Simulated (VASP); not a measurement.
Input of a VASP 6.6.1 run:

The input INCAR:

```
  PREC = Accurate
  ENCUT = 520
  EDIFF = 1E-7
  ISMEAR = -1
  SIGMA = 0.08
  LREAL = F
  LASPH = T
  NELM = 100
  ALGO = Normal
  ISIF = 2
  LWAVE = F
  LCHARG = T
  GGA = PE
  LELF = T
  LVHAR = T
  NBANDS = 19
```

The input KPOINTS:

```
Automatic mesh
0
Gamma
  13 13 7
```

The input POSCAR:

```
Ti
1.0
    2.9695348394      0.0000000000      0.0000000000
   -1.4847674197      2.5716926084      0.0000000000
    0.0000000000      0.0000000000      4.7170340170
Ti
2
Direct
    0.3333333333      0.6666666667      0.2500000000
    0.6666666667      0.3333333333      0.7500000000
```

Potentials or basis: VASP PAW PBE potentials, release 64 (Ti_sv).

Launch:

```sh
$ cat potpaw_PBE.64/Ti_sv/POTCAR > POTCAR
$ mpirun -np 1 vasp_std > vasp.out
```

(1) What does it give for the pressure?

(2) Estimate the band gap on the k mesh.

## Answers

(1) -3.8 GPa.

(2) zero (bands 12 and 13 overlap by 1.07 eV).

Caveat: the cell stands under tension.
